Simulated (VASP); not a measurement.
Crystal: HPb4.

```xyz
5
Lattice="3.4858 0.0000 0.0000 -1.7429 3.0187 0.0000 0.0000 0.0000 11.2084" Properties=species:S:1:pos:R:3 pbc="T T T"
H     0.0000    0.0000    0.0000
Pb    0.0000    2.0125    9.7048
Pb    0.0000    2.0125    4.2233
Pb    1.7429    1.0062    1.5035
Pb    1.7429    1.0062    6.9851
```

The cell was built from a structure type or drawn by symmetry, and may not be a known phase.

- Program: VASP 6.6.1
- Task: relaxation of cell and atoms
- Functional: PBE
- Potentials or basis: VASP PAW PBE potentials, release 64 (H, Pb_d)
- Cutoff: 600 eV
- k mesh: 6 × 6 × 2
- Occupations: gaussian, width 0.1 eV
- Spin: no spin polarisation

At the start: pressure 5.9 GPa; volume 23.59 Å³/atom.

Task: Where does the relaxation end?

Result: Over 13 steps the energy falls by 66.6 meV/atom and the volume is 26.54 Å³/atom (+12.5 %); space group P-3m1 (No. 164, to 0.1 Å) before and after.

Step by step:
| step | energy change (eV) | largest force (eV/Å) | pressure (GPa) | volume (Å³) |
| --- | --- | --- | --- | --- |
| 1 | 0.0000 | 0.3272 | 5.94 | 117.94 |
| 2 | -0.2391 | 0.1983 | -0.54 | 133.50 |
| 3 | -0.2412 | 0.2038 | -0.07 | 131.95 |
| 4 | -0.2412 | 0.2024 | -0.16 | 132.24 |
| 5 | -0.2483 | 0.2023 | -0.14 | 132.17 |
| 6 | -0.2747 | 0.2346 | -0.03 | 131.97 |
| 7 | -0.3227 | 0.0081 | 0.29 | 131.49 |
| 8 | -0.3234 | 0.1419 | 0.48 | 131.30 |
| 9 | -0.3244 | 0.0743 | 0.39 | 131.39 |
| 10 | -0.3273 | 0.1338 | -0.18 | 133.46 |
| 11 | -0.3281 | 0.1156 | -0.02 | 132.81 |
| 12 | -0.3309 | 0.0747 | -0.06 | 132.76 |
| 13 | -0.3328 | 0.0061 | -0.11 | 132.69 |

Final structure:
```yaml
crystal:
  lattice:
    - [3.72773, 0.00000, 0.00000]
    - [-1.86387, 3.22831, 0.00000]
    - [0.00000, 0.00000, 11.02600]
  atoms:
    - { symbol: H, position: [0.00000, 0.00000, 0.00000] }
    - { symbol: Pb, position: [0.33333, 0.66667, 0.87539] }
    - { symbol: Pb, position: [0.33333, 0.66667, 0.38244] }
    - { symbol: Pb, position: [0.66667, 0.33333, 0.12461] }
    - { symbol: Pb, position: [0.66667, 0.33333, 0.61756] }
```
